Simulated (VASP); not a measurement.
# C (P-1) in VASP: a series of runs

Runs on C. Level: LDA. Tasks: single point.

Program: VASP 6.6.1. These are calculated values, not measurements. Logs are shortened: lines on timing, memory, paths and dates and some standing lists are left out, and cuts for length are marked.

## Step 1: The cell of the first run

The typed cell holds 2 atoms: a = 3.613 Å, b = 3.626 Å, c = 3.629 Å, α = 39.47°, β = 39.37°, γ = 39.48°.

## Step 2: Single point, LDA (equal xy, yz and zx engineering shears of -0.5 %)

File INCAR:

```
SYSTEM = C
PREC = Accurate
ENCUT = 520
EDIFF = 1E-6
ISMEAR = 0
SIGMA = 0.01
LREAL = .FALSE.
LASPH = .TRUE.
NELM = 80
ALGO = Normal
ISIF = 2
LWAVE = .FALSE.
LCHARG = .FALSE.
GGA = CA
NBANDS = 11
```

File KPOINTS:

```
Automatic mesh
0
G
  12 12 12
  0 0 0
```

File POSCAR:

```
C
1.0
    1.2123251682      0.6943737081      3.3314365175
   -1.2325353054      0.7004858593      3.3375486687
   -0.0048117904     -1.4198814951      3.3397858713
C
2
Direct
    0.8336640798      0.8331808539      0.8334161413
    0.1663359202      0.1668191461      0.1665838587
```

Potentials or basis: VASP PAW LDA potentials, release 64 (C).

Command:

```sh
$ cat potpaw_LDA.64/C/POTCAR > POTCAR
$ mpirun -np 1 vasp_std > vasp.out
```

OUTCAR:

```text
SYSTEM = C
   PREC = Accurate
   ENCUT = 520
   EDIFF = 1E-6
   ISMEAR = 0
   LREAL = .FALSE.
   LASPH = .TRUE.
   NELM = 80
   ISIF = 2
   GGA = CA

 ion  position               nearest neighbor table
   1  0.834  0.833  0.833-   2 1.41   2 1.41   2 1.41
   2  0.166  0.167  0.167-   1 1.41   1 1.41   1 1.41

  LATTYP: Found a triclinic cell.
 ALAT       =     2.4448757539
 B/A-ratio  =     1.0021599973
 C/A-ratio  =     1.4775915302
 COS(alpha) =     0.0026579126
 COS(beta)  =     0.3328010817
 COS(gamma) =     0.5032376683

  Lattice vectors:

 A1 = (  -2.4448604736,   0.0061121512,   0.0061121512)
 A2 = (  -1.2277235150,   2.1203673544,  -0.0022372026)
 A3 = (  -1.2123251682,  -0.6943737081,  -3.3314365175)

Analysis of symmetry for initial positions (statically):
=====================================================================
 Subroutine PRICEL returns:
 Original cell was already a primitive cell.

 Routine SETGRP: Setting up the symmetry group for a
 triclinic supercell.

 Subroutine GETGRP returns: Found  2 space group operations
 (whereof  2 operations were pure point group operations)
 out of a pool of  2 trial point group operations.

The static configuration has the point symmetry S_2 .

Analysis of symmetry for dynamics (positions and initial velocities):
=====================================================================
 Subroutine PRICEL returns:
 Original cell was already a primitive cell.

 Routine SETGRP: Setting up the symmetry group for a
 triclinic supercell.

 Subroutine GETGRP returns: Found  2 space group operations
 (whereof  2 operations were pure point group operations)
 out of a pool of  2 trial point group operations.

The dynamic configuration has the point symmetry S_2 .

 Subroutine INISYM returns: Found  2 space group operations
 (whereof  2 operations are pure point group operations),
 and found     1 'primitive' translations

----------------------------------------------------------------------------------------

                                     Primitive cell

  volume of cell :      17.2699

  direct lattice vectors                    reciprocal lattice vectors
     1.212325168  0.694373708  3.331436517     0.409868690  0.237427054  0.101530606
    -1.232535305  0.700485859  3.337548669    -0.408184153  0.235376796  0.099480348
    -0.004811790 -1.419881495  3.339785871    -0.000933307 -0.472052619  0.098729901
[... 84 lines left out ...]
   EDIFF  = 0.1E-05   stopping-criterion for ELM
   LREAL  =      F    real-space projection
   EDIFFG = 0.1E-04   stopping-criterion for IOM
   NSW    =      0    number of steps for IOM
   IBRION =     -1    ionic relax: 0-MD 1-quasi-New 2-CG
   NFREE  =      0    steps in history (QN), initial steepest desc. (CG)
   ISIF   =      2    stress and relaxation
   ISYM   =      2    0-nonsym 1-usesym 2-fastsym
   POTIM  = 0.5000    time-step for ionic-motion
   TEBEG  =    0.0;   TEEND  =   0.0 temperature during run
   PSTRESS=    0.0 pullay stress
   NELECT =       8.0000    total number of electrons
   NUPDOWN=      -1.0000    fix difference up-down
   EMIN   =  10.00;   EMAX   =-10.00  energy-range for DOS
   EFERMI =   0.00;   METHOD = LEGACY
   ISMEAR =     0;   SIGMA  =   0.01  broadening in eV -4-tet -1-fermi 0-gaus
   EFERMI_NEDOS =   21; number of points for ismear=-14 and -15
   IALGO  =     38    algorithm
   IMIX   =      4    mixing-type and parameters
     AMIX     =   0.40;   BMIX     =  1.00
     AMIX_MAG =   1.60;   BMIX_MAG =  1.00
  volume/ion in A,a.u.               =       8.63        58.27
  Fermi-wavevector in a.u.,A,eV,Ry     =   1.266703  2.393721 21.831043  1.604536
  Thomas-Fermi vector in A             =   2.399890
   LORBIT       =      0    0 simple, 1 ext, 2 COOP (PROOUT), +10 PAW based schemes
   GGA     = CA    functional components
   LHFCALC =     F    Hartree Fock is set to
   AEXX    =    0.0000 exact exchange contribution
   IVDW    =     0    specifies the selected vdW correction
   LEPSILON=     F    determine dielectric tensor
   LRPA    =     F    only Hartree local field effects (RPA)
 non-spin polarized calculation
 Gauss-broadening in eV      SIGMA  =   0.01
  energy-cutoff  :      520.00
  volume of cell :       17.27
 maximum number of plane-waves:       477
   NGX = 13   NGY = 13   NGZ = 13

 number of electron       8.0000000 magnetization

 Free energy of the ion-electron system (eV)
  ---------------------------------------------------
  ext. energy  EPLUGINS =         0.00000000
  ---------------------------------------------------
  free energy    TOTEN  =       -20.22250030 eV

  energy without entropy =      -20.22250030  energy(sigma->0) =      -20.22250030

 E-fermi :   4.5928     XC(G=0): -10.8406

 val. band max:        4.4452293301   @ k =   0.0000  -0.3333   0.3333
 cond. band min:       5.0868406603   @ k =   0.0000  -0.3333   0.3333
 fundamental gap:      0.6416113302
 Fermi energy:         4.5927903175

 k-point     1 :       0.0000    0.0000    0.0000
  band No.  band energies     occupation
      1     -14.8825      2.00000
      2      -1.9204      2.00000
      3       1.7451      2.00000
      4       1.8039      2.00000
      5       8.5914      0.00000
      6      13.2095      0.00000
      7      13.2816      0.00000
      8      16.3105      0.00000
      9      18.2778      0.00000
     10      27.4909      0.00000
     11      30.2776      0.00000
[... 309 lines left out ...]
 k-point    24 :       0.3333    0.1667    0.0000
  band No.  band energies     occupation
      1     -12.8160      2.00000
      2      -2.8888      2.00000
      3      -1.6740      2.00000
      4      -0.2521      2.00000
      5      11.1032      0.00000
      6      12.2508      0.00000
      7      14.9641      0.00000
      8      16.7235      0.00000
      9      21.3943      0.00000
     10      22.8500      0.00000
     11      28.1511      0.00000

 [... further k-points ...]
[... 5 lines left out ...]
  --------------------------------------------------------------------------------------
  -------------------------------------------------------------------------------------
  Total        0.1505714      0.1491539     -0.0451766      0.2387389      0.0018240      0.0029878
  in kB       13.9689219     13.8374163     -4.1911575     22.1484677      0.1692139      0.2771854
  external PRESSURE =       7.8717269 kB  Pullay stress =       0.0000000 kB

 VOLUME and BASIS-vectors are now :
 -----------------------------------------------------------------------------
  energy-cutoff  :      520.00
  volume of cell :       17.27
      direct lattice vectors                 reciprocal lattice vectors
     1.212325168  0.694373708  3.331436517     0.409868690  0.237427054  0.101530606
    -1.232535305  0.700485859  3.337548669    -0.408184153  0.235376796  0.099480348
    -0.004811790 -1.419881495  3.339785871    -0.000933307 -0.472052619  0.098729901

 POSITION                                       TOTAL-FORCE (eV/Angst)
 -----------------------------------------------------------------------------------
     -0.02026     -0.02085      8.34151         0.000247     -0.000130      0.000430
     -0.00476     -0.00418      1.66726        -0.000247      0.000130     -0.000430
 -----------------------------------------------------------------------------------
    total drift:                               -0.000000     -0.000000      0.000000

  FREE ENERGIE OF THE ION-ELECTRON SYSTEM (eV)
  ---------------------------------------------------
  free  energy   TOTEN  =       -20.2225002992 eV

  energy  without entropy=      -20.2225002992  energy(sigma->0) =      -20.22250030
```

OSZICAR:

```text
N       E                     dE             d eps       ncg     rms          rms(c)
DAV:   1     0.384313764853E+01    0.38431E+01   -0.45963E+03 19731   0.666E+02
DAV:   2    -0.210960621934E+02   -0.24939E+02   -0.23711E+02 24893   0.132E+02
DAV:   3    -0.216683515650E+02   -0.57229E+00   -0.57133E+00 24178   0.168E+01
DAV:   4    -0.216705756337E+02   -0.22241E-02   -0.22239E-02 21997   0.130E+00
DAV:   5    -0.216705850221E+02   -0.93884E-05   -0.93882E-05 24530   0.772E-02    0.668E+00
DAV:   6    -0.205631920184E+02    0.11074E+01   -0.99138E-01 22591   0.570E+00    0.378E+00
DAV:   7    -0.202229561300E+02    0.34024E+00   -0.10458E+00 23134   0.589E+00    0.105E+00
DAV:   8    -0.202231853933E+02   -0.22926E-03   -0.25731E-02 21449   0.105E+00    0.181E-01
DAV:   9    -0.202225116552E+02    0.67374E-03   -0.14233E-03 22843   0.221E-01    0.700E-02
DAV:  10    -0.202225011591E+02    0.10496E-04   -0.12635E-04 23197   0.765E-02    0.288E-02
DAV:  11    -0.202225002992E+02    0.85997E-06   -0.30467E-06 22554   0.125E-02
   1 F= -.20222500E+02 E0= -.20222500E+02  d E =-.178060E-99
```

Run time: 3 min. Hardware: 1 thread of Intel Xeon Platinum 8124M at 3.00GHz (Skylake/Cascade Lake), shared host; peak memory 0.24 GiB.

Results:

```yaml
Free_energy: -20.2225 eV
Pressure: 0.8 GPa
```

Caveat: the cell differs from its parent crystal (equal xy, yz and zx engineering shears of -0.5 %).

## Step 3: Single point, LDA (equal xy, yz and zx engineering shears of +0.5 %)

File INCAR:

```
  PREC = Accurate
  ENCUT = 520
  EDIFF = 1E-6
  ISMEAR = 0
  SIGMA = 0.01
  LREAL = F
  LASPH = T
  NELM = 100
  ALGO = Normal
  ISIF = 2
  LWAVE = F
  LCHARG = F
  NBANDS = 11
```

File KPOINTS:

```
Automatic mesh
0
Gamma
  12 12 12
```

File POSCAR:

```
C
1.0
    1.2325353054      0.7171671444      3.3410775208
   -1.2123251682      0.7110549932      3.3349653696
    0.0048117904     -1.4032002100      3.3327281670
C
2
Direct
    0.8331788774      0.8336635758      0.8334185234
    0.1668211226      0.1663364242      0.1665814766
```

Potentials or basis: VASP PAW LDA potentials, release 64 (C).

Command:

```sh
$ cat potpaw_LDA.64/C/POTCAR > POTCAR
$ mpirun -np 1 vasp_std > vasp.out
```

Wall time 3 min (1 thread of Intel Xeon Platinum 8124M at 3.00GHz (Skylake/Cascade Lake), shared host); peak memory 0.24 GiB.

It converged, with:

```
Free energy : -20.2225 eV
Pressure    : 0.8 GPa
```

Stress tensor (GPa, compression positive):
```
 1.38 -2.22 -0.04
-2.22  1.40 -0.03
-0.04 -0.03 -0.42
```

Caveat: the cell differs from its parent crystal (equal xy, yz and zx engineering shears of +0.5 %).
